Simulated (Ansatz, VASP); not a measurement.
# HRh2: VASP beside Ansatz

INCAR

```
ALGO = Normal
EDIFF = 1E-6
ENCUT = 520
GGA = PE
ISIF = 2
ISMEAR = 0
LASPH = True
LCHARG = False
LREAL = False
LWAVE = False
NBANDS = 22
NELM = 60
PREC = Accurate
SIGMA = 0.1
```

File KPOINTS:

```
k-points
0
Gamma
  16 16 16
```

POSCAR

```
HRh2
1.0
    0.0000000000      2.5763891747      2.5763891747
    2.5763891747      0.0000000000      2.5763891747
    2.5763891747      2.5763891747      0.0000000000
H Rh
1 2
Direct
    0.0000000000      0.0000000000      0.0000000000
    0.2500000000      0.2500000000      0.2500000000
    0.7500000000      0.7500000000      0.7500000000
```

Input for Ansatz:

```yaml
crystal:
  lattice:
    - [0.0, 2.5763891747, 2.5763891747]
    - [2.5763891747, 0.0, 2.5763891747]
    - [2.5763891747, 2.5763891747, 0.0]
  atoms:
    - { symbol: H, position: [0.0, 0.0, 0.0] }
    - { symbol: Rh, position: [0.25, 0.25, 0.25] }
    - { symbol: Rh, position: [0.75, 0.75, 0.75] }
basis:
  ecutwfc: 420
kpoints:
  mp_grid: { grid: [16, 16, 16] }
  band_path:
    path:
      - [[0.0, 0.0, 0.0], [0.5, 0.0, 0.5], [0.625, 0.25, 0.625]]
      - [[0.375, 0.375, 0.75], [0.0, 0.0, 0.0], [0.5, 0.5, 0.5], [0.5, 0.25, 0.75], [0.5, 0.0, 0.5]]
    npoints: 14
hamiltonian:
  xc: pbe
scf:
  occupations: { method: gaussian, width: 0.1 }
  n_extra_bands: 7
output:
  forces: true
  stress: true
  eigenvalues: true
  populations: true
  dos: { projected: true, de: 0.02, nscf_kmesh: { grid: [20, 20, 20] } }
  bader: true
  write_density: true
  write_potential: true
  elf: true
  volumetric_format: npy
```

Alike in both runs: task single point; functional PBE; k mesh 16 × 16 × 16; occupations gaussian, width 0.1 eV; no spin polarisation.

|  | VASP | Ansatz |
| --- | --- | --- |
| version | VASP 6.6.1 | Ansatz 0.2.0 |
| potentials or method | VASP PAW PBE potentials, release 64 (H, Rh_pv), cutoff 520 eV | scalar-relativistic, plane waves, PAW |
| valence electrons in the cell | 31 | 35 |

```tsv
	VASP	Ansatz	Ansatz less VASP
gap on the k mesh at the Fermi level (eV)	none	none	-
pressure (GPa)	0.0	0.0	-0.01
```

A gap of «none» marks a metal or a gap that the smearing closes. VASP's potentials hold 31 valence electrons a cell and Ansatz's 35, so a difference there can come from the potentials and not from the codes.
